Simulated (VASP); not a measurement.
# HgTe in VASP: further runs

Runs on HgTe. Level: PBE. Tasks: relaxation of the atoms.

Everything below comes from runs of VASP 6.6.1. Logs are shortened: lines on timing, memory, paths and dates and some standing lists are left out, and cuts for length are marked.

**1. The cell of the first run**

Symmetry: F-43m, No. 216, cubic system. Conventional cell: a = 6.404 Å, b = 6.404 Å, c = 6.404 Å, α = 90.00°, β = 90.00°, γ = 90.00°. Within 3.7 Å of Hg (site symmetry -43m) lie 4 Te at 2.77 Å. Te (site symmetry -43m) has 4 Hg at 2.77 Å within 3.7 Å.

**2. Relaxation of the atoms, PBE (32.83 Å³/atom)**

Contents of INCAR:

```
PREC     = Accurate       # precision mode
ENCUT    = 520            # plane-wave cutoff, eV
EDIFF    = 1E-6           # SCF threshold, eV
ISMEAR   = -1             # smearing method
SIGMA    = 0.05           # smearing width, eV
LREAL    = False          # projectors in reciprocal space
LASPH    = True           # aspherical terms in the spheres
NELM     = 100            # most SCF steps
ALGO     = Normal         # electronic algorithm
ISIF     = 2              # what is computed and relaxed
LWAVE    = False          # write WAVECAR
LCHARG   = False          # write CHGCAR
GGA      = PE             # functional
IBRION   = 2              # ionic algorithm
NSW      = 80             # ionic steps
EDIFFG   = -0.02          # ionic threshold
```

Contents of KPOINTS:

```
regular mesh
0
Gamma
  13 13 13
```

Contents of POSCAR:

```
HgTe
1.0
    0.0000000000      3.2018651199      3.2018651199
    3.2018651199      0.0000000000      3.2018651199
    3.2018651199      3.2018651199      0.0000000000
Hg Te
1 1
Direct
    0.0000000000      0.0000000000      0.0000000000
    0.2500000000      0.2500000000      0.2500000000
```

Potentials or basis: VASP PAW PBE potentials, release 64 (Hg, Te).

Started as:

```sh
$ cat potpaw_PBE.64/Hg/POTCAR potpaw_PBE.64/Te/POTCAR > POTCAR
$ mpirun -np 1 vasp_std > vasp.out
```

OUTCAR:

```text
PREC = Accurate
   ENCUT = 520
   EDIFF = 1E-6
   ISMEAR = -1
   LREAL = False
   LASPH = True
   NELM = 100
   ISIF = 2
   GGA = PE
   IBRION = 2
   NSW = 80
   EDIFFG = -0.02

 ion  position               nearest neighbor table
   1  0.000  0.000  0.000-   2 2.77   2 2.77   2 2.77   2 2.77
   2  0.250  0.250  0.250-   1 2.77   1 2.77   1 2.77   1 2.77

  LATTYP: Found a face centered cubic cell.
 ALAT       =     6.4037302398

  Lattice vectors:

 A1 = (   0.0000000000,   3.2018651199,   3.2018651199)
 A2 = (   3.2018651199,   0.0000000000,   3.2018651199)
 A3 = (   3.2018651199,   3.2018651199,   0.0000000000)

Analysis of symmetry for initial positions (statically):
=====================================================================
 Subroutine PRICEL returns:
 Original cell was already a primitive cell.

 Routine SETGRP: Setting up the symmetry group for a
 face centered cubic supercell.

 Subroutine GETGRP returns: Found 24 space group operations
 (whereof 24 operations were pure point group operations)
 out of a pool of 48 trial point group operations.

The static configuration has the point symmetry T_d .

Analysis of symmetry for dynamics (positions and initial velocities):
=====================================================================
 Subroutine PRICEL returns:
 Original cell was already a primitive cell.

 Routine SETGRP: Setting up the symmetry group for a
 face centered cubic supercell.

 Subroutine GETGRP returns: Found 24 space group operations
 (whereof 24 operations were pure point group operations)
 out of a pool of 48 trial point group operations.

The dynamic configuration has the point symmetry T_d .

 Subroutine INISYM returns: Found 24 space group operations
 (whereof 24 operations are pure point group operations),
 and found     1 'primitive' translations

----------------------------------------------------------------------------------------

                                     Primitive cell

  volume of cell :      65.6507

  direct lattice vectors                    reciprocal lattice vectors
     0.000000000  3.201865120  3.201865120    -0.156158983  0.156158983  0.156158983
     3.201865120  0.000000000  3.201865120     0.156158983 -0.156158983  0.156158983
     3.201865120  3.201865120  0.000000000     0.156158983  0.156158983 -0.156158983

  length of vectors
     4.528121077  4.528121077  4.528121077     0.270475292  0.270475292  0.270475292

  position of ions in fractional coordinates (direct lattice)
     0.000000000  0.000000000  0.000000000
     0.250000000  0.250000000  0.250000000

  ion indices of the primitive-cell ions
   primitive index   ion index
                 1           1
                 2           2

----------------------------------------------------------------------------------------

 KPOINTS: regular mesh

Automatic generation of k-mesh.
 Grid dimensions read from file:
 generate k-points for:   13   13   13

 Generating k-lattice:

  Cartesian coordinates                     Fractional coordinates (reciprocal lattice)
    -0.012012229  0.012012229  0.012012229     0.076923077  0.000000000  0.000000000
     0.012012229 -0.012012229  0.012012229     0.000000000  0.076923077  0.000000000
     0.012012229  0.012012229 -0.012012229     0.000000000  0.000000000  0.076923077

  Length of vectors
     0.020805792  0.020805792  0.020805792

  Shift w.r.t. Gamma in fractional coordinates (k-lattice)
     0.000000000  0.000000000  0.000000000

 Subroutine IBZKPT returns following result:
 ===========================================

 Found     84 irreducible k-points:

 Following reciprocal coordinates:
            Coordinates               Weight
  0.000000  0.000000  0.000000      1.000000
  0.076923  0.000000  0.000000      8.000000
  0.153846  0.000000  0.000000      8.000000
  0.230769  0.000000  0.000000      8.000000
  0.307692  0.000000  0.000000      8.000000
  0.384615  0.000000  0.000000      8.000000
[... 16 lines left out ...]
  0.384615  0.153846  0.000000     24.000000
  0.461538  0.153846  0.000000     24.000000
 [... further k-points ...]
   k-points           NKPTS =     84   k-points in BZ     NKDIM =     84   number of bands    NBANDS=     13
   number of dos      NEDOS =    301   number of ions     NIONS =      2
   total plane-waves  NPLWV =  46656
   dimension x,y,z NGX =    36 NGY =   36 NGZ =   36
   dimension x,y,z NGXF=    72 NGYF=   72 NGZF=   72
   ions per type =               1   1
   NGX,Y,Z   is equivalent  to a cutoff of  13.22, 13.22, 13.22 a.u.
   NGXF,Y,Z  is equivalent  to a cutoff of  26.43, 26.43, 26.43 a.u.
 SYSTEM =  unknown system
   PREC   = accura    normal or accurate (medium, high low for compatibility)
   ISTART =      0    job   : 0-new  1-cont  2-samecut
   ICHARG =      2    charge: 1-file 2-atom 10-const
   ISPIN  =      1    spin polarized calculation?
   LNONCOLLINEAR =      F non collinear calculations
   LSORBIT =      F    spin-orbit coupling
   LASPH  =      T    aspherical Exc in radial PAW
   ENCUT  =  520.0 eV  38.22 Ry    6.18 a.u.   8.42  8.42  8.42*2*pi/ulx,y,z
   NELM   =    100;   NELMIN=  2; NELMDL= -5     # of ELM steps
   EDIFF  = 0.1E-05   stopping-criterion for ELM
   LREAL  =      F    real-space projection
   EDIFFG = -.2E-01   stopping-criterion for IOM
   NSW    =     80    number of steps for IOM
   IBRION =      2    ionic relax: 0-MD 1-quasi-New 2-CG
   NFREE  =      1    steps in history (QN), initial steepest desc. (CG)
   ISIF   =      2    stress and relaxation
   ISYM   =      2    0-nonsym 1-usesym 2-fastsym
   POTIM  = 0.5000    time-step for ionic-motion
   TEBEG  =    0.0;   TEEND  =   0.0 temperature during run
   PSTRESS=    0.0 pullay stress
   NELECT =      18.0000    total number of electrons
   NUPDOWN=      -1.0000    fix difference up-down
   EMIN   =  10.00;   EMAX   =-10.00  energy-range for DOS
   EFERMI =   0.00;   METHOD = LEGACY
   ISMEAR =    -1;   SIGMA  =   0.05  broadening in eV -4-tet -1-fermi 0-gaus
   EFERMI_NEDOS =   21; number of points for ismear=-14 and -15
   IALGO  =     38    algorithm
   IMIX   =      4    mixing-type and parameters
     AMIX     =   0.40;   BMIX     =  1.00
     AMIX_MAG =   1.60;   BMIX_MAG =  1.00
  volume/ion in A,a.u.               =      32.83       221.52
  Fermi-wavevector in a.u.,A,eV,Ry     =   1.063537  2.009794 15.389701  1.131111
  Thomas-Fermi vector in A             =   2.199025
   LORBIT       =      0    0 simple, 1 ext, 2 COOP (PROOUT), +10 PAW based schemes
   GGA     = PE    functional components
   LHFCALC =     F    Hartree Fock is set to
   AEXX    =    0.0000 exact exchange contribution
   IVDW    =     0    specifies the selected vdW correction
   LEPSILON=     F    determine dielectric tensor
   LRPA    =     F    only Hartree local field effects (RPA)
 conjugate gradient relaxation of ions
 non-spin polarized calculation
  energy-cutoff  :      520.00
  volume of cell :       65.65
 maximum number of plane-waves:      1807
 NGX is ok and might be reduce to    36
   NGX = 17   NGY = 17   NGZ = 17

 number of electron      17.9999998 magnetization

 Free energy of the ion-electron system (eV)
  ---------------------------------------------------
  ext. energy  EPLUGINS =         0.00000000
  ---------------------------------------------------
  free energy    TOTEN  =        -3.53298133 eV

  energy without entropy =       -3.53277429  energy(sigma->0) =       -3.53287781

 E-fermi :   3.5066     XC(G=0):  -8.8731

 val. band max:        3.4015596550   @ k =   0.0000   0.0000   0.0000
 cond. band min:       3.8350765689   @ k =   0.0769   0.0000   0.0000
 fundamental gap:      0.4335169138
 Fermi energy:         3.5066110964

 k-point     1 :       0.0000    0.0000    0.0000
  band No.  band energies     occupation
      1      -8.7942      2.00000
      2      -4.1223      2.00000
      3      -4.1223      2.00000
      4      -4.1223      2.00000
      5      -3.5574      2.00000
      6      -3.5574      2.00000
      7       2.7461      2.00000
      8       3.4016      1.78201
      9       3.4016      1.78201
     10       3.4016      1.78201
     11       7.5782      0.00000
     12       7.5782      0.00000
     13       7.5782      0.00000

 k-point     2 :       0.0769    0.0000    0.0000
  band No.  band energies     occupation
      1      -8.7626      2.00000
      2      -4.1133      2.00000
      3      -4.1133      2.00000
      4      -4.1126      2.00000
      5      -3.5585      2.00000
      6      -3.5585      2.00000
      7       2.1275      2.00000
      8       3.3262      1.94726
      9       3.3262      1.94726
     10       3.8351      0.00280
     11       7.5062      0.00000
     12       7.6778      0.00000
     13       7.6778      0.00000

 k-point     3 :       0.1538    0.0000    0.0000
  band No.  band energies     occupation
      1      -8.6731      2.00000
      2      -4.0890      2.00000
      3      -4.0890      2.00000
      4      -4.0765      2.00000
      5      -3.5604      2.00000
      6      -3.5604      2.00000
      7       1.1826      2.00000
      8       3.1321      1.99888
      9       3.1321      1.99888
     10       4.2065      0.00000
     11       7.6169      0.00000
     12       7.9222      0.00000
     13       7.9222      0.00000
[... 305 lines left out ...]
 k-point    23 :       0.3846    0.1538    0.0000
  band No.  band energies     occupation
      1      -8.2748      2.00000
      2      -4.0070      2.00000
      3      -3.9571      2.00000
      4      -3.7803      2.00000
      5      -3.5321      2.00000
      6      -3.5264      2.00000
      7      -1.0766      2.00000
      8       1.7708      2.00000
      9       2.0496      2.00000
     10       5.2419      0.00000
     11       7.4697      0.00000
     12       9.0247      0.00000
     13       9.2013      0.00000

 k-point    24 :       0.4615    0.1538    0.0000
  band No.  band energies     occupation
      1      -8.1744      2.00000
      2      -3.9848      2.00000
      3      -3.9434      2.00000
      4      -3.6424      2.00000
      5      -3.5269      2.00000
      6      -3.3860      2.00000
      7      -1.7679      2.00000
      8       1.4966      2.00000
      9       2.0004      2.00000
     10       5.1887      0.00000
     11       7.7609      0.00000
     12       9.1196      0.00000
     13       9.5550      0.00000

 [... further k-points ...]

------------------------ aborting loop because EDIFF is reached ----------------------------------------

  FORCE on cell =-STRESS in cart. coord.  units (eV):
  Direction    XX          YY          ZZ          XY          YZ          ZX
  --------------------------------------------------------------------------------------
  -------------------------------------------------------------------------------------
  Total        2.1662278      2.1662278      2.1662278      0.0000000      0.0000000     -0.0000000
  in kB       52.8658981     52.8658981     52.8658981      0.0000000      0.0000000     -0.0000000
  external PRESSURE =      52.8658981 kB  Pullay stress =       0.0000000 kB

 VOLUME and BASIS-vectors are now :
 -----------------------------------------------------------------------------
  energy-cutoff  :      520.00
  volume of cell :       65.65
      direct lattice vectors                 reciprocal lattice vectors
     0.000000000  3.201865120  3.201865120    -0.156158983  0.156158983  0.156158983
     3.201865120  0.000000000  3.201865120     0.156158983 -0.156158983  0.156158983
     3.201865120  3.201865120  0.000000000     0.156158983  0.156158983 -0.156158983

 POSITION                                       TOTAL-FORCE (eV/Angst)
 -----------------------------------------------------------------------------------
      0.00000      0.00000      0.00000        -0.000000     -0.000000     -0.000000
      1.60093      1.60093      1.60093         0.000000      0.000000      0.000000
 -----------------------------------------------------------------------------------
    total drift:                                0.000000      0.000000     -0.000000

  FREE ENERGIE OF THE ION-ELECTRON SYSTEM (eV)
  ---------------------------------------------------
  free  energy   TOTEN  =        -3.5329813282 eV

  energy  without entropy=       -3.5327742851  energy(sigma->0) =       -3.53287781

 reached required accuracy - stopping structural energy minimisation
```

Wall time 74 s (1 thread of AMD EPYC 7R13 (Zen 3), shared host); peak memory 0.23 GiB.

What came out:

- Free energy: -3.5330 eV
- Pressure after relaxing: 5.3 GPa
- Band gap on the k mesh: zero (filled and empty bands touch)

Final structure:
```
Hg Te
1.0
     0.00000    3.20187    3.20187
     3.20187    0.00000    3.20187
     3.20187    3.20187    0.00000
Hg Te
1 1
Direct
  0.00000 0.00000 0.00000
  0.25000 0.25000 0.25000
```

Caveat: the relaxation stopped at its first step, so nothing moved; semilocal functionals underestimate gaps, and a narrow one can read as zero; spin-orbit coupling is left out, which moves the levels of the heavy elements.

(Part 1 of 2 ends here.)

The gap in the log of VASP goes by the Fermi energy; the results here count the filled bands.